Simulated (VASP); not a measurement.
# C (a cell with a defect) in VASP: a series of runs

Runs on C (a cell with a defect). Level: PBE+D3(BJ). Tasks: single point.

Program: VASP 6.6.1. These are calculated values, not measurements. Logs are shortened: lines on timing, memory, paths and dates and some standing lists are left out, and cuts for length are marked.

## 1. The cell of the first run

The cell holds a defect, 33 atoms: a = 6.613 Å, b = 6.619 Å, c = 6.619 Å, α = 96.28°, β = 96.34°, γ = 96.34°.

## 2. Single point, PBE+D3(BJ)

Input file INCAR:

```
SYSTEM = C
PREC = Accurate ; ENCUT = 520
EDIFF = 1E-6 ; ISMEAR = 0
SIGMA = 0.02 ; LREAL = Auto
LASPH = .True. ; NELM = 100
ALGO = Normal ; ISIF = 2
LWAVE = .False. ; LCHARG = .True.
GGA = PE ; IVDW = 12
LELF = .True. ; LVHAR = .True.
NBANDS = 88
```

Input file KPOINTS:

```
Automatic mesh
0
Gamma
  2 2 2
  0.5 0.5 0.5
```

Input file POSCAR:

```
C
1.0
    5.6709571532      0.0000000000     -3.4026574365
   -2.8677434801     -4.9298468452     -3.3594911937
   -2.8677434801      4.9298468452     -3.3594911937
C
33
Direct
    0.4170704305      0.0434228250      0.5409228645
    0.6541786677      0.7816597073      0.5322211267
    0.9054567492      0.5303441887      0.5321669634
    0.4158673267      0.2913002437      0.2894409567
    0.1669255959      0.2924702141      0.5404476946
    0.6711241956      0.0464029017      0.2983362860
    0.9231698137      0.8008013800      0.3064369349
    0.4125423839      0.5378265405      0.0376828084
    0.1681455648      0.5445474968      0.2943581829
    0.6620253235      0.2865941253      0.0362611964
    0.9133755247      0.0368979574      0.0451105858
    0.4100997447      0.7859381007      0.7858210585
    0.1814427372      0.8015822157      0.0577578911
    0.6414460566      0.5174777141      0.7695962969
    0.9094440553      0.2849552099      0.7860943076
    0.1876517622      0.0629344248      0.8006125139
    0.5804766395      0.9556916485      0.4571927951
    0.8267340208      0.7028246411      0.4545516138
    0.0787311114      0.4558933692      0.4554931539
    0.5831698125      0.2092444839      0.2086077501
    0.3341965376      0.2102139484      0.4587539210
    0.8431717367      0.9695559817      0.2275388127
    0.0921093227      0.7182083790      0.2200969615
    0.5704187120      0.4456946314      0.9455278062
    0.3326977700      0.4588761736      0.2079874464
    0.8283689508      0.2044808942      0.9541526621
    0.0960155188      0.9661635678      0.9584537948
    0.5610829438      0.6894144910      0.6903715187
    0.3340196011      0.7078919981      0.9592064991
    0.8150751174      0.4395730557      0.6922604189
    0.0897652514      0.2143702072      0.7115633406
    0.3399181962      0.9660163388      0.7120540882
    0.9083511055      0.8210155453      0.8868035931
```

Potentials or basis: VASP PAW PBE potentials, release 64 (C).

The run is started by

```bash
cat potpaw_PBE.64/C/POTCAR > POTCAR
mpirun -np 1 vasp_std > vasp.out
```

OUTCAR:

```text
SYSTEM = C
   PREC = Accurate
   ENCUT = 520
   EDIFF = 1E-6
   ISMEAR = 0
   LREAL = Auto
   LASPH = .True.
   NELM = 100
   ISIF = 2
   GGA = PE
   IVDW = 12
 IVDW          = 12

 ion  position               nearest neighbor table
   1  0.417  0.043  0.541-  32 1.42  17 1.42  21 1.42
   2  0.654  0.782  0.532-  17 1.42  18 1.43  28 1.43
   3  0.905  0.530  0.532-  19 1.42  18 1.43  30 1.43
   4  0.416  0.291  0.289-  20 1.42  25 1.42  21 1.43
   5  0.167  0.292  0.540-  31 1.42  21 1.42  19 1.42
   6  0.671  0.046  0.298-  22 1.40  17 1.42  20 1.43
   7  0.923  0.801  0.306-  18 1.41  22 1.41  23 1.44
   8  0.413  0.538  0.038-  29 1.42  25 1.42  24 1.43
   9  0.168  0.545  0.294-  23 1.42  19 1.43  25 1.43
  10  0.662  0.287  0.036-  26 1.41  24 1.43  20 1.43
  11  0.913  0.037  0.045-  22 1.44  26 1.46  27 1.49  33 1.67
  12  0.410  0.786  0.786-  28 1.41  29 1.43  32 1.44
  13  0.181  0.802  0.058-  23 1.42  29 1.42  27 1.47  33 2.05
  14  0.641  0.517  0.770-  24 1.41  30 1.43  28 1.43
  15  0.909  0.285  0.786-  26 1.42  30 1.42  31 1.44
  16  0.188  0.063  0.801-  31 1.40  32 1.40  27 1.44
  17  0.580  0.956  0.457-   2 1.42   1 1.42   6 1.42
  18  0.827  0.703  0.455-   7 1.41   3 1.43   2 1.43
  19  0.079  0.456  0.455-   3 1.42   5 1.42   9 1.43
  20  0.583  0.209  0.209-   4 1.42  10 1.43   6 1.43
  21  0.334  0.210  0.459-   5 1.42   1 1.42   4 1.43
  22  0.843  0.970  0.228-   6 1.40   7 1.41  11 1.44
  23  0.092  0.718  0.220-  13 1.42   9 1.42   7 1.44
  24  0.570  0.446  0.946-  14 1.41   8 1.43  10 1.43
  25  0.333  0.459  0.208-   8 1.42   4 1.42   9 1.43
  26  0.828  0.204  0.954-  10 1.41  15 1.42  11 1.46
  27  0.096  0.966  0.958-  16 1.44  13 1.47  33 1.48  11 1.49
  28  0.561  0.689  0.690-  12 1.41   2 1.43  14 1.43
  29  0.334  0.708  0.959-   8 1.42  13 1.42  12 1.43
  30  0.815  0.440  0.692-  15 1.42   3 1.43  14 1.43
  31  0.090  0.214  0.712-  16 1.40   5 1.42  15 1.44
  32  0.340  0.966  0.712-  16 1.40   1 1.42  12 1.44
  33  0.908  0.821  0.887-  27 1.48  11 1.67  13 2.05

  LATTYP: Found a base centered monoclinic cell.
 ALAT       =     8.8340554103
 B/A-ratio  =     1.1161005034
 C/A-ratio  =     0.7486322128
 COS(beta)  =    -0.1654005532

  Lattice vectors:

 A1 = (  -2.8677434801,  -4.9298468452,  -3.3594911937)
 A2 = (  -2.8677434801,   4.9298468452,  -3.3594911937)
 A3 = (   5.6709571532,   0.0000000000,  -3.4026574365)

Analysis of symmetry for initial positions (statically):
=====================================================================
 Subroutine PRICEL returns:
 Original cell was already a primitive cell.

 Routine SETGRP: Setting up the symmetry group for a
 base centered monoclinic supercell.

 Subroutine GETGRP returns: Found  1 space group operations
 (whereof  1 operations were pure point group operations)
 out of a pool of  4 trial point group operations.

The static configuration has the point symmetry C_1 .

Analysis of symmetry for dynamics (positions and initial velocities):
=====================================================================
 Subroutine PRICEL returns:
 Original cell was already a primitive cell.

 Routine SETGRP: Setting up the symmetry group for a
 base centered monoclinic supercell.

 Subroutine GETGRP returns: Found  1 space group operations
 (whereof  1 operations were pure point group operations)
 out of a pool of  4 trial point group operations.

The dynamic configuration has the point symmetry C_1 .

 Subroutine INISYM returns: Found  1 space group operations
 (whereof  1 operations are pure point group operations),
 and found     1 'primitive' translations

----------------------------------------------------------------------------------------

                                     Primitive cell

  volume of cell :     284.0526

  direct lattice vectors                    reciprocal lattice vectors
     5.670957153  0.000000000 -3.402657437     0.116610618  0.000000000 -0.099541663
    -2.867743480 -4.929846845 -3.359491194    -0.059054477 -0.101423029 -0.098421723
    -2.867743480  4.929846845 -3.359491194    -0.059054477  0.101423029 -0.098421723

  length of vectors
     6.613458450  6.619178474  6.619178474     0.153318554  0.153169506  0.153169506

  position of ions in fractional coordinates (direct lattice)
     0.417070430  0.043422825  0.540922864
     0.654178668  0.781659707  0.532221127
     0.905456749  0.530344189  0.532166963
     0.415867327  0.291300244  0.289440957
     0.166925596  0.292470214  0.540447695
     0.671124196  0.046402902  0.298336286
[... 25 lines left out ...]
     0.339918196  0.966016339  0.712054088
     0.908351106  0.821015545  0.886803593

  ion indices of the primitive-cell ions
   primitive index   ion index
                 1           1
                 2           2
                 3           3
                 4           4
                 5           5
                 6           6
[... 25 lines left out ...]
                32          32
                33          33

----------------------------------------------------------------------------------------

 KPOINTS: Automatic mesh

Automatic generation of k-mesh.
 Grid dimensions read from file:
 generate k-points for:    2    2    2

 Generating k-lattice:

  Cartesian coordinates                     Fractional coordinates (reciprocal lattice)
     0.058305309  0.000000000 -0.049770832     0.500000000  0.000000000  0.000000000
    -0.029527238 -0.050711515 -0.049210861     0.000000000  0.500000000  0.000000000
    -0.029527238  0.050711515 -0.049210861     0.000000000  0.000000000  0.500000000

  Length of vectors
     0.076659277  0.076584753  0.076584753

  Shift w.r.t. Gamma in fractional coordinates (k-lattice)
     0.500000000  0.500000000  0.500000000

 Subroutine IBZKPT returns following result:
 ===========================================

 Found      4 irreducible k-points:

 Following reciprocal coordinates:
            Coordinates               Weight
  0.250000  0.250000  0.250000      2.000000
 -0.250000  0.250000  0.250000      2.000000
  0.250000 -0.250000  0.250000      2.000000
 -0.250000 -0.250000  0.250000      2.000000
   k-points           NKPTS =      4   k-points in BZ     NKDIM =      4   number of bands    NBANDS=     88
   number of dos      NEDOS =    301   number of ions     NIONS =     33
   total plane-waves  NPLWV = 125000
   dimension x,y,z NGX =    50 NGY =   50 NGZ =   50
   dimension x,y,z NGXF=   100 NGYF=  100 NGZF=  100
   ions per type =              33
   NGX,Y,Z   is equivalent  to a cutoff of  12.57, 12.56, 12.56 a.u.
   NGXF,Y,Z  is equivalent  to a cutoff of  25.14, 25.12, 25.12 a.u.
 SYSTEM =  C
   PREC   = accura    normal or accurate (medium, high low for compatibility)
   ISTART =      0    job   : 0-new  1-cont  2-samecut
   ICHARG =      2    charge: 1-file 2-atom 10-const
   ISPIN  =      1    spin polarized calculation?
   LNONCOLLINEAR =      F non collinear calculations
   LSORBIT =      F    spin-orbit coupling
   LASPH  =      T    aspherical Exc in radial PAW
   ENCUT  =  520.0 eV  38.22 Ry    6.18 a.u.  12.30 12.31 12.31*2*pi/ulx,y,z
   NELM   =    100;   NELMIN=  2; NELMDL= -5     # of ELM steps
   EDIFF  = 0.1E-05   stopping-criterion for ELM
   LREAL  =      T    real-space projection
   EDIFFG = 0.1E-04   stopping-criterion for IOM
   NSW    =      0    number of steps for IOM
   IBRION =     -1    ionic relax: 0-MD 1-quasi-New 2-CG
   NFREE  =      0    steps in history (QN), initial steepest desc. (CG)
   ISIF   =      2    stress and relaxation
   ISYM   =      2    0-nonsym 1-usesym 2-fastsym
   POTIM  = 0.5000    time-step for ionic-motion
   TEBEG  =    0.0;   TEEND  =   0.0 temperature during run
   PSTRESS=    0.0 pullay stress
   NELECT =     132.0000    total number of electrons
   NUPDOWN=      -1.0000    fix difference up-down
   EMIN   =  10.00;   EMAX   =-10.00  energy-range for DOS
   EFERMI =   0.00;   METHOD = LEGACY
   ISMEAR =     0;   SIGMA  =   0.02  broadening in eV -4-tet -1-fermi 0-gaus
   EFERMI_NEDOS =   21; number of points for ismear=-14 and -15
   IALGO  =     38    algorithm
   IMIX   =      4    mixing-type and parameters
     AMIX     =   0.40;   BMIX     =  1.00
     AMIX_MAG =   1.60;   BMIX_MAG =  1.00
  volume/ion in A,a.u.               =       8.61        58.09
  Fermi-wavevector in a.u.,A,eV,Ry     =   1.268041  2.396249 21.877178  1.607927
  Thomas-Fermi vector in A             =   2.401157
   LORBIT       =      0    0 simple, 1 ext, 2 COOP (PROOUT), +10 PAW based schemes
   GGA     = PE    functional components
   LHFCALC =     F    Hartree Fock is set to
   AEXX    =    0.0000 exact exchange contribution
   IVDW    =    12    specifies the selected vdW correction
   LEPSILON=     F    determine dielectric tensor
   LRPA    =     F    only Hartree local field effects (RPA)
 non-spin polarized calculation
 Gauss-broadening in eV      SIGMA  =   0.02
  energy-cutoff  :      520.00
  volume of cell :      284.05
 maximum number of plane-waves:      7645
 NGX is ok and might be reduce to    50
   NGX = 25   NGY = 25   NGZ = 25

 number of electron     131.9999996 magnetization

 Free energy of the ion-electron system (eV)
  ---------------------------------------------------
  ext. energy  EPLUGINS =         0.00000000
  ---------------------------------------------------
  free energy    TOTEN  =      -296.36505824 eV

  energy without entropy =     -296.36505824  energy(sigma->0) =     -296.36505824

 E-fermi :   5.0399     XC(G=0): -10.4987

 val. band max:        4.9464603130   @ k =  -0.2500   0.2500   0.2500
 cond. band min:       5.3648976381   @ k =   0.2500  -0.2500   0.2500
 fundamental gap:      0.4184373252
 Fermi energy:         5.0399307462

 k-point     1 :       0.2500    0.2500    0.2500
  band No.  band energies     occupation
      1     -15.0966      2.00000
      2     -14.0467      2.00000
      3     -13.3540      2.00000
      4     -13.3407      2.00000
      5     -13.1115      2.00000
      6     -13.0941      2.00000
[... 70 lines left out ...]
     77      10.9234      0.00000
     78      11.3953      0.00000
[... 241 lines left out ...]
     77       9.9588      0.00000
     78      10.2114      0.00000
 [bands above 78 left out]

------------------------ aborting loop because EDIFF is reached ----------------------------------------

 Edisp (eV)   -5.18212

 E8    (eV) :    -1.4710

  FORCE on cell =-STRESS in cart. coord.  units (eV):
  Direction    XX          YY          ZZ          XY          YZ          ZX
  --------------------------------------------------------------------------------------
  -------------------------------------------------------------------------------------
  Total       4.03903     7.42892     4.80902    -5.06635    -0.13673    -0.88996
  in kB      22.78183    41.90224    27.12490   -28.57633    -0.77121    -5.01977
  external pressure =       30.60 kB  Pullay stress =        0.00 kB

 VOLUME and BASIS-vectors are now :
 -----------------------------------------------------------------------------
  energy-cutoff  :      520.00
  volume of cell :      284.05
      direct lattice vectors                 reciprocal lattice vectors
     5.670957153  0.000000000 -3.402657437     0.116610618  0.000000000 -0.099541663
    -2.867743480 -4.929846845 -3.359491194    -0.059054477 -0.101423029 -0.098421723
    -2.867743480  4.929846845 -3.359491194    -0.059054477  0.101423029 -0.098421723

 POSITION                                       TOTAL-FORCE (eV/Angst)
 -----------------------------------------------------------------------------------
      0.68944      2.45260     -3.38225         0.006346     -0.006616     -0.019090
     -0.05805     -1.22969     -6.63992        -0.022889      0.048958      0.015958
      2.08780      0.00899     -6.65046        -0.023103      0.043131      0.017507
      0.69295     -0.00917     -3.36605         0.013004      0.002233     -0.004660
     -1.44197      1.22249     -3.36617         0.011066     -0.003083     -0.001023
      2.81729      1.24199     -3.44175        -0.015181      0.043219     -0.073747
[... 25 lines left out ...]
     -2.88461     -1.25199     -6.79409         0.041511     -0.013171     -0.054180
      0.25363      0.32432     -8.82821        -0.362780     -0.620896     -0.403913
 -----------------------------------------------------------------------------------
    total drift:                               -0.047403     -0.001518      0.020395

  FREE ENERGIE OF THE ION-ELECTRON SYSTEM (eV)
  ---------------------------------------------------
  free  energy   TOTEN  =      -301.5471792362 eV

  energy  without entropy=     -301.5471792362  energy(sigma->0) =     -301.54717924
```

Run time: 3.2 min. Hardware: 1 thread of Intel Xeon Platinum 8259CL at 2.50GHz (Skylake/Cascade Lake), shared host; peak memory 0.35 GiB.

Results:

```yaml
Free_energy: -301.5472 eV
Pressure: 3.1 GPa
Largest_force: 0.825 eV/Å
Band_gap_on_the_k_mesh: 0.42 eV
Dispersion_energy_per_atom: -0.157 eV
```

Forces on the atoms (eV/Å):
```
C    0.006 -0.007 -0.019
C   -0.023  0.049  0.016
C   -0.023  0.043  0.018
C    0.013  0.002 -0.005
C    0.011 -0.003 -0.001
C   -0.015  0.043 -0.074
C   -0.029  0.041 -0.049
C    0.028  0.012  0.001
C    0.008  0.019  0.024
C    0.018  0.000  0.035
C    0.009  0.122  0.395
C    0.000  0.014  0.069
C    0.044  0.038 -0.094
C    0.033  0.008  0.092
C   -0.004  0.031  0.082
C    0.055 -0.077 -0.145
C    0.003  0.009 -0.021
C   -0.021  0.058 -0.049
C   -0.004  0.002  0.023
C    0.017  0.021 -0.009
C    0.005 -0.007 -0.013
C   -0.019  0.095 -0.093
C    0.016  0.000  0.019
C    0.005  0.023  0.017
C    0.009  0.012  0.005
C    0.043  0.029  0.178
C    0.142 -0.041 -0.094
C   -0.013  0.033  0.123
C    0.003  0.042  0.008
C   -0.026  0.032  0.056
C    0.029 -0.010 -0.036
C    0.042 -0.013 -0.054
C   -0.363 -0.621 -0.404
```

Levels at points of the mesh, in eV from the valence-band top:
```
           k point  band 62  band 63  band 64  band 65  band 66  band 67  band 68  band 69  band 70  band 71
(0.25, 0.25, 0.25)    -2.73    -2.62    -2.58    -1.45    -0.15     0.57     1.24     2.06     2.13     2.46
```

## 3. Single point, PBE+D3(BJ)

Input file INCAR:

```
PREC = Accurate
ENCUT = 520
EDIFF = 1E-6
ISMEAR = 0
SIGMA = 0.02
LREAL = Auto
LASPH = True
NELM = 100
ALGO = Normal
ISIF = 2
LWAVE = False
LCHARG = False
GGA = PE
IVDW = 12
NBANDS = 88
```

KPOINTS is that of step 2.

Input file POSCAR:

```
C
1.0
    5.6709571532      0.0000000000     -3.4026574365
   -2.8677434801     -4.9298468452     -3.3594911937
   -2.8677434801      4.9298468452     -3.3594911937
C
33
Direct
    0.4173021631      0.0411238207      0.5420126064
    0.6578907637      0.7817915246      0.5299029692
    0.9068282713      0.5304440453      0.5224612416
    0.4158033954      0.2897861473      0.2912460304
    0.1668302371      0.2907555527      0.5413921422
    0.6712689383      0.0441065661      0.2945068399
    0.9232658876      0.7971753890      0.2954482405
    0.4100817736      0.5339836238      0.0379459015
    0.1695234298      0.5443084125      0.2928072931
    0.6602346816      0.2856298885      0.0384366108
    0.9349248710      0.0604269470      0.0577394396
    0.4159805049      0.7921079998      0.7907935573
    0.1889170260      0.8105854715      0.0596284710
    0.6539844876      0.5338363317      0.7915461632
    0.9216310572      0.2955192029      0.7958473221
    0.1795813573      0.0543054996      0.8044722119
    0.5818544049      0.9554524657      0.4556418068
    0.8268302114      0.6991984896      0.4435629618
    0.0788758541      0.4535971350      0.4516636064
    0.5830744537      0.2075297211      0.2095522991
    0.3341326064      0.2086997506      0.4605590962
    0.8445431592      0.9696557399      0.2178329924
    0.0958214016      0.7183403536      0.2177789615
    0.5623481080      0.4370654079      0.9493874088
    0.3329295025      0.4565771692      0.2090771883
    0.8405559527      0.2150448872      0.9639056766
    0.1085538332      0.9825222444      0.9804037202
    0.5685573492      0.6984176878      0.6922420396
    0.3399002617      0.7140617988      0.9641788995
    0.8366244466      0.4631021014      0.7048895316
    0.0879747262      0.2134058099      0.7137387974
    0.3374575858      0.9621734220      0.7123171813
    0.8416487060      0.6789846382      0.8631964461
```

Potentials or basis: VASP PAW PBE potentials, release 64 (C).

The run is started by

```bash
cat potpaw_PBE.64/C/POTCAR > POTCAR
mpirun -np 1 vasp_std > vasp.out
```

It took 3.5 min on 1 thread of Intel Xeon Platinum 8259CL at 2.50GHz (Skylake/Cascade Lake), shared host; peak memory 0.35 GiB.

The run converged. Its results:

* Free energy: -301.5465 eV
* Pressure: 3.1 GPa
* Largest force: 0.824 eV/Å
* Band gap on the k mesh: 0.42 eV
* Dispersion energy per atom: -0.157 eV

Forces in eV/Å, atoms in the order of the input:
```
C   -0.011 -0.011 -0.007
C   -0.018  0.003 -0.023
C    0.028 -0.090  0.097
C   -0.015  0.007  0.010
C   -0.013 -0.023  0.011
C    0.001  0.001 -0.013
C    0.028 -0.056  0.048
C   -0.039  0.020  0.057
C    0.003 -0.018  0.025
C   -0.018  0.008  0.033
C    0.027 -0.036 -0.047
C   -0.010 -0.046 -0.012
C    0.018 -0.035 -0.125
C   -0.143  0.034  0.095
C   -0.039 -0.026 -0.178
C   -0.018 -0.016 -0.021
C   -0.004 -0.016 -0.024
C    0.030 -0.038  0.037
C    0.015 -0.038  0.080
C   -0.013 -0.004  0.006
C   -0.013 -0.002 -0.002
C    0.021 -0.046 -0.018
C    0.026 -0.049 -0.002
C   -0.057  0.073  0.140
C   -0.020  0.010  0.016
C   -0.004 -0.032 -0.079
C   -0.030 -0.009 -0.096
C   -0.038 -0.035  0.095
C   -0.012 -0.008 -0.067
C   -0.014 -0.124 -0.400
C   -0.005 -0.008 -0.038
C   -0.026 -0.013  0.004
C    0.361  0.624  0.398
```

Stress tensor (GPa, compression positive):
```
 2.28 -2.86 -0.49
-2.86  4.20 -0.08
-0.49 -0.08  2.71
```

Levels at points of the mesh, in eV from the valence-band top:
| k point | band 62 | band 63 | band 64 | band 65 | band 66 | band 67 | band 68 | band 69 | band 70 | band 71 |
| --- | --- | --- | --- | --- | --- | --- | --- | --- | --- | --- |
| (0.25, 0.25, 0.25) | -2.73 | -2.62 | -2.58 | -1.45 | -0.15 | 0.57 | 1.24 | 2.06 | 2.13 | 2.46 |
